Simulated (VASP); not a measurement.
BeTe: single point with PBE

BeTe:

```xyz
2
Lattice="0.0000 2.8874 2.8874 2.8874 0.0000 2.8874 2.8874 2.8874 0.0000" Properties=species:S:1:pos:R:3 pbc="T T T"
Be    0.0000    0.0000    0.0000
Te    1.4437    1.4437    1.4437
```

This cell differs from its parent crystal: volume scaled by 1.06.

| Quantity | Value |
| --- | --- |
| Program | VASP 6.6.1 |
| Task | single point |
| Functional | PBE |
| Potentials or basis | VASP PAW PBE potentials, release 64 (Be, Te) |
| Cutoff | 520 eV |
| k mesh | 8 × 8 × 8 |
| Occupations | gaussian, width 0.02 eV |
| Spin | no spin polarisation |

- Pressure: -2.8 GPa
- Band gap on the k mesh: 2.15 eV, indirect (least direct gap 3.29 eV)

Levels at points of the mesh, in eV from the valence-band top:
| k point | band 1 | band 2 | band 3 | band 4 | band 5 | band 6 | band 7 | band 8 |
| --- | --- | --- | --- | --- | --- | --- | --- | --- |
| (0.00, 0.00, 0.00) | -11.83 | 0.00 | 0.00 | 0.00 | 3.29 | 3.66 | 3.66 | 3.66 |
| (0.50, 0.00, 0.00) | -10.66 | -5.08 | -1.01 | -1.01 | 2.88 | 4.61 | 4.61 | 7.82 |
| (0.50, 0.50, 0.00) | -10.24 | -4.73 | -2.38 | -2.38 | 2.15 | 2.76 | 9.23 | 9.23 |

Run time: 7.1 s on 1 thread of Intel(R) Xeon(R) 6975P-C (Granite Rapids), on a shared host, peak memory 0.17 GiB.

Caveat: spin-orbit coupling is left out, which moves the levels of the heavy elements. A k mesh can miss the band edges.
